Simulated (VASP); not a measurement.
# CdBiS4 (I-4) in VASP: single point with PBEsol

Aim: the single point of CdBiS4 with PBEsol.

All numbers are computed with VASP 6.6.1; they aren't measurements. Logs are shortened: lines on timing, memory, paths and dates and some standing lists are left out, and cuts for length are marked.

## (1) The cell of the first run

The structure is tetragonal, space group I-4 (No. 82). The conventional cell has a = 11.763 Å, b = 11.763 Å, c = 4.437 Å, α = 90.00°, β = 90.00°, γ = 90.00°. Within 3.5 Å of Bi (site symmetry -4) lie 4 S at 2.68 Å. Within 3.5 Å of S (site symmetry 1) lie 1 Bi at 2.68 Å. Cd (site symmetry -4) has 2 Cd at 4.44 Å and 12 S at 4.65 to 5.04 Å within 5.8 Å.

## (2) Single point, PBEsol

Contents of INCAR:

```
PREC = Accurate
ENCUT = 520
EDIFF = 1E-6
ISMEAR = -1
SIGMA = 0.0143
LREAL = False
LASPH = True
NELM = 100
ALGO = Normal
ISIF = 2
LWAVE = False
LCHARG = False
GGA = PS
NBANDS = 34
```

Contents of KPOINTS:

```
Automatic mesh
0
Gamma
  8 8 8
```

Contents of POSCAR:

```
CdBiS4
1.0
    0.0000000000      0.0000000000      4.4367990000
    5.8815760000     -5.8815760000      2.2183990000
    5.8815760000      5.8815760000     -2.2183990000
Bi S Cd
1 4 1
Direct
    0.0000000000      0.0000000000      0.0000000000
    0.4240000000      0.0140000000      0.2820000000
    0.5620000000      0.2820000000      0.9860000000
    0.1560000000      0.9860000000      0.7180000000
    0.8580000000      0.7180000000      0.0140000000
    0.7500000000      0.5000000000      0.5000000000
```

Potentials or basis: VASP PAW PBE potentials, release 64 (Bi_d, S, Cd).

On the command line:

```console
$ cat potpaw_PBE.64/Bi_d/POTCAR potpaw_PBE.64/S/POTCAR potpaw_PBE.64/Cd/POTCAR > POTCAR
$ mpirun -np 1 vasp_std > vasp.out
```

OUTCAR:

```text
PREC = Accurate
   ENCUT = 520
   EDIFF = 1E-6
   ISMEAR = -1
   LREAL = False
   LASPH = True
   NELM = 100
   ISIF = 2
   GGA = PS

 ion  position               nearest neighbor table
   1  0.000  0.000  0.000-   5 2.68   4 2.68   2 2.68   3 2.68
   2  0.424  0.014  0.282-   1 2.68
   3  0.562  0.282  0.986-   1 2.68
   4  0.156  0.986  0.718-   1 2.68
   5  0.858  0.718  0.014-   1 2.68
   6  0.750  0.500  0.500-

  LATTYP: Found a body centered tetragonal cell.
 ALAT       =    11.7631520000
 C/A-ratio  =     0.3771777326

  Lattice vectors:

 A1 = (   5.8815760000,  -5.8815760000,  -2.2184000000)
 A2 = (  -5.8815760000,   5.8815760000,  -2.2183990000)
 A3 = (   5.8815760000,   5.8815760000,   2.2184000000)

Analysis of symmetry for initial positions (statically):
=====================================================================
 Subroutine PRICEL returns:
 Original cell was already a primitive cell.

 Routine SETGRP: Setting up the symmetry group for a
 body centered tetragonal supercell.

 Subroutine GETGRP returns: Found  4 space group operations
 (whereof  4 operations were pure point group operations)
 out of a pool of 16 trial point group operations.

The static configuration has the point symmetry S_4 .

Analysis of symmetry for dynamics (positions and initial velocities):
=====================================================================
 Subroutine PRICEL returns:
 Original cell was already a primitive cell.

 Routine SETGRP: Setting up the symmetry group for a
 body centered tetragonal supercell.

 Subroutine GETGRP returns: Found  4 space group operations
 (whereof  4 operations were pure point group operations)
 out of a pool of 16 trial point group operations.

The dynamic configuration has the point symmetry S_4 .

 Subroutine INISYM returns: Found  4 space group operations
 (whereof  4 operations are pure point group operations),
 and found     1 'primitive' translations

----------------------------------------------------------------------------------------

                                     Primitive cell

  volume of cell :     306.9638

  direct lattice vectors                    reciprocal lattice vectors
     0.000000000  0.000000000  4.436799000     0.000000000  0.085011209  0.225387718
     5.881576000 -5.881576000  2.218399000     0.085011228 -0.085011228  0.000000000
     5.881576000  5.881576000 -2.218399000     0.085011228  0.085011228  0.000000000

  length of vectors
     4.436799000  8.608551946  8.608551946     0.240886963  0.120224032  0.120224032

  position of ions in fractional coordinates (direct lattice)
     0.000000000  0.000000000  0.000000000
     0.424000000  0.014000000  0.282000000
     0.562000000  0.282000000  0.986000000
     0.156000000  0.986000000  0.718000000
     0.858000000  0.718000000  0.014000000
     0.750000000  0.500000000  0.500000000

  ion indices of the primitive-cell ions
   primitive index   ion index
                 1           1
                 2           2
                 3           3
                 4           4
                 5           5
                 6           6

----------------------------------------------------------------------------------------

 KPOINTS: Automatic mesh

Automatic generation of k-mesh.
 Grid dimensions read from file:
 generate k-points for:    8    8    8

 Generating k-lattice:

  Cartesian coordinates                     Fractional coordinates (reciprocal lattice)
     0.000000000  0.010626401  0.028173465     0.125000000  0.000000000  0.000000000
     0.010626404 -0.010626404  0.000000000     0.000000000  0.125000000  0.000000000
     0.010626404  0.010626404  0.000000000     0.000000000  0.000000000  0.125000000

  Length of vectors
     0.030110870  0.015028004  0.015028004

  Shift w.r.t. Gamma in fractional coordinates (k-lattice)
     0.000000000  0.000000000  0.000000000

 Subroutine IBZKPT returns following result:
 ===========================================

 Found     78 irreducible k-points:

 Following reciprocal coordinates:
            Coordinates               Weight
  0.000000  0.000000  0.000000      1.000000
  0.125000  0.000000 -0.000000      8.000000
  0.250000  0.000000 -0.000000      8.000000
  0.375000  0.000000 -0.000000      8.000000
  0.500000  0.000000 -0.000000      4.000000
  0.000000  0.125000  0.000000      4.000000
[... 16 lines left out ...]
  0.250000  0.500000  0.000000      8.000000
 -0.125000  0.250000  0.000000      8.000000
 [... further k-points ...]
   k-points           NKPTS =     78   k-points in BZ     NKDIM =     78   number of bands    NBANDS=     34
   number of dos      NEDOS =    301   number of ions     NIONS =      6
   total plane-waves  NPLWV = 147456
   dimension x,y,z NGX =    36 NGY =   64 NGZ =   64
   dimension x,y,z NGXF=    72 NGYF=  128 NGZF=  128
   ions per type =               1   4   1
   NGX,Y,Z   is equivalent  to a cutoff of  13.49, 12.36, 12.36 a.u.
   NGXF,Y,Z  is equivalent  to a cutoff of  26.98, 24.72, 24.72 a.u.
 SYSTEM =  unknown system
   PREC   = accura    normal or accurate (medium, high low for compatibility)
   ISTART =      0    job   : 0-new  1-cont  2-samecut
   ICHARG =      2    charge: 1-file 2-atom 10-const
   ISPIN  =      1    spin polarized calculation?
   LNONCOLLINEAR =      F non collinear calculations
   LSORBIT =      F    spin-orbit coupling
   LASPH  =      T    aspherical Exc in radial PAW
   ENCUT  =  520.0 eV  38.22 Ry    6.18 a.u.   8.25 16.01 16.01*2*pi/ulx,y,z
   NELM   =    100;   NELMIN=  2; NELMDL= -5     # of ELM steps
   EDIFF  = 0.1E-05   stopping-criterion for ELM
   LREAL  =      F    real-space projection
   EDIFFG = 0.1E-04   stopping-criterion for IOM
   NSW    =      0    number of steps for IOM
   IBRION =     -1    ionic relax: 0-MD 1-quasi-New 2-CG
   NFREE  =      0    steps in history (QN), initial steepest desc. (CG)
   ISIF   =      2    stress and relaxation
   ISYM   =      2    0-nonsym 1-usesym 2-fastsym
   POTIM  = 0.5000    time-step for ionic-motion
   TEBEG  =    0.0;   TEEND  =   0.0 temperature during run
   PSTRESS=    0.0 pullay stress
   NELECT =      51.0000    total number of electrons
   NUPDOWN=      -1.0000    fix difference up-down
   EMIN   =  10.00;   EMAX   =-10.00  energy-range for DOS
   EFERMI =   0.00;   METHOD = LEGACY
   ISMEAR =    -1;   SIGMA  =   0.01  broadening in eV -4-tet -1-fermi 0-gaus
   EFERMI_NEDOS =   21; number of points for ismear=-14 and -15
   IALGO  =     38    algorithm
   IMIX   =      4    mixing-type and parameters
     AMIX     =   0.40;   BMIX     =  1.00
     AMIX_MAG =   1.60;   BMIX_MAG =  1.00
  volume/ion in A,a.u.               =      51.16       345.25
  Fermi-wavevector in a.u.,A,eV,Ry     =   0.899986  1.700727 11.020380  0.809975
  Thomas-Fermi vector in A             =   2.022888
   LORBIT       =      0    0 simple, 1 ext, 2 COOP (PROOUT), +10 PAW based schemes
   GGA     = PS    functional components
   LHFCALC =     F    Hartree Fock is set to
   AEXX    =    0.0000 exact exchange contribution
   IVDW    =     0    specifies the selected vdW correction
   LEPSILON=     F    determine dielectric tensor
   LRPA    =     F    only Hartree local field effects (RPA)
 non-spin polarized calculation
  energy-cutoff  :      520.00
  volume of cell :      306.96
 maximum number of plane-waves:      8332
 NGX is ok and might be reduce to    36
   NGX = 17   NGY = 33   NGZ = 33

 number of electron      50.9999992 magnetization

 Free energy of the ion-electron system (eV)
  ---------------------------------------------------
  ext. energy  EPLUGINS =         0.00000000
  ---------------------------------------------------
  free energy    TOTEN  =       -15.48392892 eV

  energy without entropy =      -15.46701730  energy(sigma->0) =      -15.47547311

 E-fermi :  -1.8028     XC(G=0):  -6.3860

 val. band max:       -1.8052249966   @ k =   0.1250   0.5000  -0.0000
 cond. band min:      -1.8025747291   @ k =   0.2500  -0.3750   0.2500
 fundamental gap:      0.0026502674
 Fermi energy:        -1.8028409337

 k-point     1 :       0.0000    0.0000    0.0000
  band No.  band energies     occupation
      1     -24.3890      2.00000
      2     -24.3868      2.00000
      3     -24.3868      2.00000
      4     -24.3595      2.00000
      5     -24.3173      2.00000
      6     -14.1384      2.00000
[... 26 lines left out ...]
     33       2.6530      0.00000
     34       4.4237      0.00000

 k-point     2 :       0.1250    0.0000   -0.0000
  band No.  band energies     occupation
      1     -24.3876      2.00000
      2     -24.3873      2.00000
      3     -24.3873      2.00000
      4     -24.3594      2.00000
      5     -24.3172      2.00000
      6     -14.0903      2.00000
[... 26 lines left out ...]
     33       2.7283      0.00000
     34       4.1169      0.00000

 k-point     3 :       0.2500    0.0000   -0.0000
  band No.  band energies     occupation
      1     -24.3886      2.00000
      2     -24.3885      2.00000
      3     -24.3842      2.00000
      4     -24.3592      2.00000
      5     -24.3172      2.00000
      6     -13.9622      2.00000
[... 26 lines left out ...]
     33       2.8937      0.00000
     34       2.9455      0.00000
[... 704 lines left out ...]
 k-point    23 :       0.2500    0.5000    0.0000
  band No.  band energies     occupation
      1     -24.3885      2.00000
      2     -24.3885      2.00000
      3     -24.3842      2.00000
      4     -24.3592      2.00000
      5     -24.3172      2.00000
      6     -13.9557      2.00000
[... 26 lines left out ...]
     33       2.8595      0.00000
     34       2.9237      0.00000

 k-point    24 :      -0.1250    0.2500    0.0000
  band No.  band energies     occupation
      1     -24.3876      2.00000
      2     -24.3873      2.00000
      3     -24.3873      2.00000
      4     -24.3594      2.00000
      5     -24.3172      2.00000
      6     -14.0831      2.00000
[... 26 lines left out ...]
     33       2.6733      0.00000
     34       4.1563      0.00000

 [... further k-points ...]
[... 5 lines left out ...]
  --------------------------------------------------------------------------------------
  -------------------------------------------------------------------------------------
  Total       -9.6581662     -9.6581662     -6.8518377     -0.0000000     -0.0000008      0.0000000
  in kB      -50.4101603    -50.4101603    -35.7627142     -0.0000000     -0.0000043      0.0000000
  external PRESSURE =     -45.5276783 kB  Pullay stress =       0.0000000 kB

 VOLUME and BASIS-vectors are now :
 -----------------------------------------------------------------------------
  energy-cutoff  :      520.00
  volume of cell :      306.96
      direct lattice vectors                 reciprocal lattice vectors
     0.000000000  0.000000000  4.436799000     0.000000000  0.085011209  0.225387718
     5.881576000 -5.881576000  2.218399000     0.085011228 -0.085011228  0.000000000
     5.881576000  5.881576000 -2.218399000     0.085011228  0.085011228  0.000000000

 POSITION                                       TOTAL-FORCE (eV/Angst)
 -----------------------------------------------------------------------------------
      0.00000      0.00000      0.00000        -0.000000      0.000000      0.000000
      1.74095      1.57626      1.28667        -1.161198     -0.989087     -0.334153
      7.45784      4.14063      0.93173        -0.989087      1.161198      0.334153
     10.02221     -1.57626      1.28667         1.161198      0.989087     -0.334153
      4.30531     -4.14063      5.36853         0.989087     -1.161198      0.334153
      5.88158      0.00000      3.32760        -0.000000      0.000000      0.000000
 -----------------------------------------------------------------------------------
    total drift:                               -0.000002      0.000000      0.000002

  FREE ENERGIE OF THE ION-ELECTRON SYSTEM (eV)
  ---------------------------------------------------
  free  energy   TOTEN  =       -15.4839289197 eV

  energy  without entropy=      -15.4670173043  energy(sigma->0) =      -15.47547311
```

Wall time 11 min (1 thread of Intel Xeon Platinum 8559C (Emerald Rapids), shared host); peak memory 0.93 GiB.

Results:

```
Free energy   : -15.4839 eV
Pressure      : -4.6 GPa
Largest force : 1.562 eV/Å
```

Forces on the atoms (eV/Å):
```
Bi   0.000  0.000  0.000
S   -1.161 -0.989 -0.334
S   -0.989  1.161  0.334
S    1.161  0.989 -0.334
S    0.989 -1.161  0.334
Cd   0.000  0.000  0.000
```

Stress tensor (GPa, compression positive):
```
-5.04  0.00  0.00
 0.00 -5.04  0.00
 0.00  0.00 -3.58
```

Levels at points of the mesh, in eV from the Fermi level:
```
           k point  band 24  band 25  band 26  band 27  band 28  band 29
(0.00, 0.00, 0.00)    -0.06    -0.06     0.16     0.22     0.40     2.98
(0.50, 0.00, 0.00)    -0.31    -0.09    -0.03     0.10     0.57     3.10
(0.00, 0.50, 0.00)    -0.07    -0.01     0.10     0.14     0.57     3.07
(0.00, 0.50, 0.50)    -0.16    -0.16     0.03     0.14     0.74     3.21
```

Caveat: the PAW data sets were made with another functional, which shifts forces and pressure a little; spin-orbit coupling is left out, which moves the levels of the heavy elements.
